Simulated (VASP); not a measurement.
# VN (Fm-3m) in VASP: a series of runs

VN is run at these levels: PBE; tasks: single point.

All numbers are computed with VASP 6.6.1; they aren't measurements. Logs are shortened: lines on timing, memory, paths and dates and some standing lists are left out, and cuts for length are marked.

## Step 1: The cell of the first run

Symmetry: Fm-3m, No. 225, cubic system. Conventional cell: a = 4.125 Å, b = 4.125 Å, c = 4.125 Å, α = 90.00°, β = 90.00°, γ = 90.00°. Within 2.7 Å of V (site symmetry m-3m) lie 6 N at 2.06 Å. N (site symmetry m-3m) has 6 V at 2.06 Å within 2.7 Å.

## Step 2: Single point, PBE

INCAR reads:

```
PREC = Accurate
ENCUT = 600
EDIFF = 1E-6
ISMEAR = 0
SIGMA = 0.52
LREAL = False
LASPH = True
NELM = 120
ALGO = Normal
ISIF = 2
LWAVE = False
LCHARG = False
GGA = PE
NBANDS = 16
GGA_COMPAT = False
```

KPOINTS reads:

```
Automatic mesh
0
Gamma
  6 6 6
```

POSCAR reads:

```
VN
1.0
    0.0000000000      2.0624650000      2.0624650000
    2.0624650000      0.0000000000      2.0624650000
    2.0624650000      2.0624650000      0.0000000000
V N
1 1
Direct
    0.0000000000      0.0000000000      0.0000000000
    0.5000000000      0.5000000000      0.5000000000
```

Potentials or basis: VASP PAW PBE potentials, release 64 (V_sv, N).

The run is started by

```sh
cat potpaw_PBE.64/V_sv/POTCAR potpaw_PBE.64/N/POTCAR > POTCAR
mpirun -np 1 vasp_std > vasp.out
```

OUTCAR:

```text
PREC = Accurate
   ENCUT = 600
   EDIFF = 1E-6
   ISMEAR = 0
   LREAL = False
   LASPH = True
   NELM = 120
   ISIF = 2
   GGA = PE

 ion  position               nearest neighbor table
   1  0.000  0.000  0.000-   2 2.06   2 2.06   2 2.06   2 2.06   2 2.06   2 2.06
   2  0.500  0.500  0.500-   1 2.06   1 2.06   1 2.06   1 2.06   1 2.06   1 2.06

  LATTYP: Found a face centered cubic cell.
 ALAT       =     4.1249300000

  Lattice vectors:

 A1 = (   0.0000000000,   2.0624650000,   2.0624650000)
 A2 = (   2.0624650000,   0.0000000000,   2.0624650000)
 A3 = (   2.0624650000,   2.0624650000,   0.0000000000)

Analysis of symmetry for initial positions (statically):
=====================================================================
 Subroutine PRICEL returns:
 Original cell was already a primitive cell.

 Routine SETGRP: Setting up the symmetry group for a
 face centered cubic supercell.

 Subroutine GETGRP returns: Found 48 space group operations
 (whereof 48 operations were pure point group operations)
 out of a pool of 48 trial point group operations.

The static configuration has the point symmetry O_h .

Analysis of symmetry for dynamics (positions and initial velocities):
=====================================================================
 Subroutine PRICEL returns:
 Original cell was already a primitive cell.

 Routine SETGRP: Setting up the symmetry group for a
 face centered cubic supercell.

 Subroutine GETGRP returns: Found 48 space group operations
 (whereof 48 operations were pure point group operations)
 out of a pool of 48 trial point group operations.

The dynamic configuration has the point symmetry O_h .

 Subroutine INISYM returns: Found 48 space group operations
 (whereof 48 operations are pure point group operations),
 and found     1 'primitive' translations

----------------------------------------------------------------------------------------

                                     Primitive cell

  volume of cell :      17.5465

  direct lattice vectors                    reciprocal lattice vectors
     0.000000000  2.062465000  2.062465000    -0.242428356  0.242428356  0.242428356
     2.062465000  0.000000000  2.062465000     0.242428356 -0.242428356  0.242428356
     2.062465000  2.062465000  0.000000000     0.242428356  0.242428356 -0.242428356

  length of vectors
     2.916765975  2.916765975  2.916765975     0.419898230  0.419898230  0.419898230

[... 70 lines left out ...]
   NELM   =    120;   NELMIN=  2; NELMDL= -5     # of ELM steps
   EDIFF  = 0.1E-05   stopping-criterion for ELM
   LREAL  =      F    real-space projection
   EDIFFG = 0.1E-04   stopping-criterion for IOM
   NSW    =      0    number of steps for IOM
   IBRION =     -1    ionic relax: 0-MD 1-quasi-New 2-CG
   NFREE  =      0    steps in history (QN), initial steepest desc. (CG)
   ISIF   =      2    stress and relaxation
   ISYM   =      2    0-nonsym 1-usesym 2-fastsym
   POTIM  = 0.5000    time-step for ionic-motion
   TEBEG  =    0.0;   TEEND  =   0.0 temperature during run
   PSTRESS=    0.0 pullay stress
   NELECT =      18.0000    total number of electrons
   NUPDOWN=      -1.0000    fix difference up-down
   EMIN   =  10.00;   EMAX   =-10.00  energy-range for DOS
   EFERMI =   0.00;   METHOD = LEGACY
   ISMEAR =     0;   SIGMA  =   0.52  broadening in eV -4-tet -1-fermi 0-gaus
   EFERMI_NEDOS =   21; number of points for ismear=-14 and -15
   IALGO  =     38    algorithm
   IMIX   =      4    mixing-type and parameters
     AMIX     =   0.40;   BMIX     =  1.00
     AMIX_MAG =   1.60;   BMIX_MAG =  1.00
  volume/ion in A,a.u.               =       8.77        59.20
  Fermi-wavevector in a.u.,A,eV,Ry     =   1.651084  3.120096 37.090533  2.726077
  Thomas-Fermi vector in A             =   2.739923
   LORBIT       =      0    0 simple, 1 ext, 2 COOP (PROOUT), +10 PAW based schemes
   GGA     = PE    functional components
   LHFCALC =     F    Hartree Fock is set to
   AEXX    =    0.0000 exact exchange contribution
   IVDW    =     0    specifies the selected vdW correction
   LEPSILON=     F    determine dielectric tensor
   LRPA    =     F    only Hartree local field effects (RPA)
 non-spin polarized calculation
 Gauss-broadening in eV      SIGMA  =   0.52
  energy-cutoff  :      600.00
  volume of cell :       17.55
 maximum number of plane-waves:       596
   NGX = 11   NGY = 11   NGZ = 11

 number of electron      18.0000005 magnetization

 Free energy of the ion-electron system (eV)
  ---------------------------------------------------
  ext. energy  EPLUGINS =         0.00000000
  ---------------------------------------------------
  free energy    TOTEN  =       -19.40734058 eV

  energy without entropy =      -19.14908514  energy(sigma->0) =      -19.27821286

 E-fermi :  11.9118     XC(G=0): -13.5859

 val. band max:       11.7290640125   @ k =   0.1667   0.1667   0.0000
 cond. band min:      11.9813268479   @ k =   0.3333   0.0000   0.0000
 fundamental gap:      0.2522628354
 Fermi energy:        11.9117872057

 k-point     1 :       0.0000    0.0000    0.0000
  band No.  band energies     occupation
      1     -53.4504      2.00000
      2     -27.0889      2.00000
      3     -27.0889      2.00000
      4     -27.0889      2.00000
      5      -6.0231      2.00000
      6       9.7013      2.00000
[... 281 lines left out ...]
      3     -27.3149      2.00000
      4     -27.2592      2.00000
      5      -3.9001      2.00000
      6       5.4300      2.00000
[... 8 lines left out ...]
     15      24.0414      0.00000
     16      24.6981      0.00000

------------------------ aborting loop because EDIFF is reached ----------------------------------------

  FORCE on cell =-STRESS in cart. coord.  units (eV):
  Direction    XX          YY          ZZ          XY          YZ          ZX
  --------------------------------------------------------------------------------------
  -------------------------------------------------------------------------------------
  Total        0.1049240      0.1049240      0.1049240      0.0000000      0.0000000      0.0000000
  in kB        9.5806633      9.5806633      9.5806633      0.0000000      0.0000000      0.0000000
  external PRESSURE =       9.5806633 kB  Pullay stress =       0.0000000 kB

 VOLUME and BASIS-vectors are now :
 -----------------------------------------------------------------------------
  energy-cutoff  :      600.00
  volume of cell :       17.55
      direct lattice vectors                 reciprocal lattice vectors
     0.000000000  2.062465000  2.062465000    -0.242428356  0.242428356  0.242428356
     2.062465000  0.000000000  2.062465000     0.242428356 -0.242428356  0.242428356
     2.062465000  2.062465000  0.000000000     0.242428356  0.242428356 -0.242428356

 POSITION                                       TOTAL-FORCE (eV/Angst)
 -----------------------------------------------------------------------------------
      0.00000      0.00000      0.00000         0.000000     -0.000000     -0.000000
      2.06246      2.06246      2.06246        -0.000000      0.000000      0.000000
 -----------------------------------------------------------------------------------
    total drift:                                0.000000     -0.000000     -0.000000

  FREE ENERGIE OF THE ION-ELECTRON SYSTEM (eV)
  ---------------------------------------------------
  free  energy   TOTEN  =       -19.4073405827 eV

  energy  without entropy=      -19.1490851365  energy(sigma->0) =      -19.27821286
```

OSZICAR:

```text
N       E                     dE             d eps       ncg     rms          rms(c)
DAV:   1     0.158337065050E+03    0.15834E+03   -0.10693E+04   512   0.143E+03
DAV:   2    -0.188207271455E+02   -0.17716E+03   -0.16862E+03   560   0.391E+02
DAV:   3    -0.246678145704E+02   -0.58471E+01   -0.58027E+01   576   0.772E+01
DAV:   4    -0.247018619850E+02   -0.34047E-01   -0.34044E-01   608   0.650E+00
DAV:   5    -0.247020798633E+02   -0.21788E-03   -0.21788E-03   576   0.524E-01    0.291E+01
DAV:   6    -0.205855424771E+02    0.41165E+01   -0.22507E+01   632   0.597E+01    0.981E+00
DAV:   7    -0.195604928936E+02    0.10250E+01   -0.62764E+00   600   0.297E+01    0.931E+00
DAV:   8    -0.194535471432E+02    0.10695E+00   -0.85239E-01   544   0.120E+01    0.184E+00
DAV:   9    -0.194075739269E+02    0.45973E-01   -0.98064E-02   560   0.433E+00    0.268E-01
DAV:  10    -0.194075164499E+02    0.57477E-04   -0.68319E-03   512   0.873E-01    0.303E-01
DAV:  11    -0.194073374480E+02    0.17900E-03   -0.42574E-04   512   0.236E-01    0.529E-02
DAV:  12    -0.194073428854E+02   -0.54373E-05   -0.35641E-05   536   0.540E-02    0.244E-02
DAV:  13    -0.194073404145E+02    0.24708E-05   -0.47461E-06   560   0.216E-02    0.495E-03
DAV:  14    -0.194073405827E+02   -0.16818E-06   -0.18497E-07   264   0.474E-03
   1 F= -.19407341E+02 E0= -.19278213E+02  d E =-.258255E+00
```

It took 4.4 s on 1 thread of Intel Xeon Platinum 8559C (Emerald Rapids), shared host; peak memory 0.13 GiB.

Results:

- Free energy: -19.4073 eV
- Pressure: 1.0 GPa
- Band gap on the k mesh: zero (band 9 reaches 12.56 eV, above the bottom of band 10 at 10.43 eV)

Levels at points of the mesh, in eV from the Fermi level:
| k point | band 6 | band 7 | band 8 | band 9 | band 10 | band 11 | band 12 | band 13 |
| --- | --- | --- | --- | --- | --- | --- | --- | --- |
| (0.00, 0.00, 0.00) | -2.21 | -2.21 | -2.21 | -1.48 | -1.48 | -1.48 | -0.41 | -0.41 |
| (0.50, 0.00, 0.00) | -8.85 | -6.04 | -6.04 | 0.64 | 0.64 | 1.50 | 5.02 | 5.02 |
| (0.50, 0.50, 0.00) | -6.64 | -3.76 | -3.64 | -3.64 | 0.56 | 1.26 | 1.26 | 2.73 |

Caveat: the k points lie up to 0.44 Å⁻¹ apart; the run has no spin polarisation, though such a crystal can be magnetic. With open d or f shells a metallic result of PBE can be an artefact of self-interaction; +U or a hybrid may open a gap.

## Step 3: Single point, PBE, collinear spin, ferromagnetic start

INCAR reads:

```
SYSTEM = VN
PREC = Accurate ; ENCUT = 600
EDIFF = 1E-6 ; ISMEAR = 0
SIGMA = 0.084 ; LREAL = .False.
LASPH = .True. ; NELM = 200
ALGO = Normal ; ISIF = 2
LWAVE = .False. ; LCHARG = .False.
ISPIN = 2 ; MAGMOM = 0.3 0
LORBIT = 11 ; LMAXMIX = 4
GGA = PE ; NBANDS = 20
GGA_COMPAT = .False.
```

KPOINTS reads:

```
regular mesh
0
Gamma
  3 3 3
  0 0 0
```

POSCAR is that of step 2.

Potentials or basis: VASP PAW PBE potentials, release 64 (V_sv, N).

The run is started by

```sh
cat potpaw_PBE.64/V_sv/POTCAR potpaw_PBE.64/N/POTCAR > POTCAR
mpirun -np 1 vasp_std > vasp.out
```

It took 6.9 s on 1 thread of Intel Xeon Platinum 8559C (Emerald Rapids), shared host; peak memory 0.14 GiB.

Results (log left out):

* Free energy: -19.1196 eV
* Pressure: 8.1 GPa
* Net moment: 1.33 μB per cell
* Site moments: V +1.30; N -0.05 μB
* Valence electrons inside the program's atomic spheres: V 11.68; N 3.76

Levels at points of the mesh, in eV from the Fermi level:
Spin up:
| k point | band 6 | band 7 | band 8 | band 9 | band 10 | band 11 | band 12 | band 13 | band 14 | band 15 |
| --- | --- | --- | --- | --- | --- | --- | --- | --- | --- | --- |
| (0.00, 0.00, 0.00) | -2.15 | -2.15 | -2.15 | -1.95 | -1.95 | -1.95 | -0.82 | -0.82 | 5.81 | 13.82 |
Spin down:
```csv
k point,band 6,band 7,band 8,band 9,band 10,band 11
"(0.00, 0.00, 0.00)",-2.19,-2.19,-2.19,-0.75,-0.75,-0.75
```

Caveat: the k points lie up to 0.88 Å⁻¹ apart.

## Step 4: Single point, PBE, collinear spin, ferromagnetic start

INCAR reads:

```
SYSTEM = VN
ALGO = Normal ; EDIFF = 1E-6
ENCUT = 600 ; GGA = PE
GGA_COMPAT = .FALSE. ; ISIF = 2
ISMEAR = 1 ; ISPIN = 2
LASPH = .TRUE. ; LCHARG = .FALSE.
LMAXMIX = 4 ; LORBIT = 11
LREAL = .FALSE. ; LWAVE = .FALSE.
MAGMOM = 0.3 0 ; NBANDS = 20
NELM = 200 ; PREC = Accurate
SIGMA = 0.024
```

KPOINTS reads:

```
k-points
0
G
  4 4 4
  0 0 0
```

POSCAR is that of step 3.

The run is started by

```sh
cat potpaw_PBE.64/V_sv/POTCAR potpaw_PBE.64/N/POTCAR > POTCAR
mpirun -np 1 vasp_std > vasp.out
```

Wall time 6.3 s (1 thread of Intel Xeon Platinum 8559C (Emerald Rapids), shared host); peak memory 0.14 GiB.

Results (log left out):

```
Free energy                                           : -19.3346 eV
Pressure                                              : -1.3 GPa
Net moment                                            : 0.31 μB per cell
Site moments                                          : V +0.28; N +0.00 μB
Valence electrons inside the program's atomic spheres : V 11.66; N 3.74
```

Levels at points of the mesh, in eV from the Fermi level:
Spin up:
| k point | band 6 | band 7 | band 8 | band 9 | band 10 | band 11 | band 12 | band 13 |
| --- | --- | --- | --- | --- | --- | --- | --- | --- |
| (0.00, 0.00, 0.00) | -2.17 | -2.17 | -2.17 | -1.57 | -1.57 | -1.57 | -0.42 | -0.42 |
| (0.50, 0.00, 0.00) | -8.84 | -6.02 | -6.02 | 0.54 | 0.54 | 1.42 | 5.02 | 5.02 |
| (0.50, 0.50, 0.00) | -6.61 | -3.83 | -3.60 | -3.60 | 0.55 | 1.14 | 1.14 | 2.71 |
Spin down:
```tsv
k point	band 5	band 6	band 7	band 8	band 9	band 10	band 11	band 12	band 13	band 14
(0.00, 0.00, 0.00)	-17.86	-2.16	-2.16	-2.16	-1.25	-1.25	-1.25	-0.28	-0.28	6.09
(0.50, 0.00, 0.00)	-15.17	-8.74	-5.95	-5.95	0.88	0.88	1.71	5.13	5.13	6.38
(0.50, 0.50, 0.00)	-16.09	-6.55	-3.57	-3.57	-3.55	0.70	1.51	1.51	2.86	10.55
```

Caveat: the k points lie up to 0.66 Å⁻¹ apart. With open d or f shells a metallic result of PBE can be an artefact of self-interaction; +U or a hybrid may open a gap.

(Part 1 of 2 ends here.)
